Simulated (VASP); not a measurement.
TaSi2, 3 atoms in the cell. The structure is cubic, space group F-43m (No. 216). The conventional cell has a = 5.919 Å, b = 5.919 Å, c = 5.919 Å, α = 90.00°, β = 90.00°, γ = 90.00°. Ta (site symmetry -43m) has 10 Si at 2.56 to 2.96 Å within 3.4 Å. Within 3.4 Å of Si (site symmetry -43m) lie 4 Si at 2.56 Å and 6 Ta at 2.96 Å. Within 3.4 Å of Si (site symmetry -43m) lie 4 Ta at 2.56 Å and 4 Si at 2.56 Å. 

```yaml
Program: VASP 6.6.1
Task: relaxation of cell and atoms
Functional: PBE
Potentials_or_basis: VASP PAW PBE potentials, release 64 (Ta_pv, Si)
Cutoff: 600 eV
k_mesh: 14 × 14 × 14
Occupations: gaussian, width 0.1 eV
Spin: no spin polarisation
Dipole_correction: no
Further_INCAR_settings: ALGO = Normal; EDIFF = 1e-07; IBRION = 2; EDIFFG = -0.01; NSW = 100; ISIF = 3
```

Potentials or basis: VASP PAW PBE potentials, release 64 (Ta_pv, Si).

The run is started by

```bash
$ cat potpaw_PBE.64/Ta_pv/POTCAR potpaw_PBE.64/Si/POTCAR > POTCAR
$ mpirun -np 1 vasp_std > vasp.out
```

Hardware: 1 thread of Intel Xeon 6975P-C, with other jobs on the host.

Q: Estimate the wall time of this run.

A: Wall time 2.8 min on 1 thread of Intel Xeon 6975P-C, on a shared host, peak memory 0.27 GiB. Counts: scf iterations 28, k points 104, ion steps 3.
